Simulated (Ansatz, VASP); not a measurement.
# Two plane-wave programs on HgTe

```
CELL_PARAMETERS angstrom
0.00000 3.04704 3.04704
3.04704 0.00000 3.04704
3.04704 3.04704 0.00000
ATOMIC_POSITIONS crystal
Hg 0.00000 0.00000 0.00000
Te 0.50000 0.50000 0.50000
```

Alike in both runs: task single point; functional r2SCAN; k mesh 12 × 12 × 12; occupations gaussian, width 0.1 eV; no spin polarisation.

|  | VASP | Ansatz |
| --- | --- | --- |
| version | VASP 6.6.1 | Ansatz 0.2.0 |
| potentials or method | VASP PAW PBE potentials, release 64 (Hg, Te), cutoff 520 eV | scalar-relativistic, plane waves, PAW |
| valence electrons in the cell | 18 | 36 |

|  | VASP | Ansatz | Ansatz less VASP |
| --- | --- | --- | --- |
| gap on the k mesh at the Fermi level (eV) | none | none | - |
| pressure (GPa) | 0.1 | 0.0 | -0.17 |

VASP's potentials were made for PBE, not for r2SCAN. A gap of «none» marks a metal or a gap that the smearing closes. VASP's potentials hold 18 valence electrons a cell and Ansatz's 36, so a difference there can come from the potentials and not from the codes.

Neither program's run includes spin-orbit coupling.
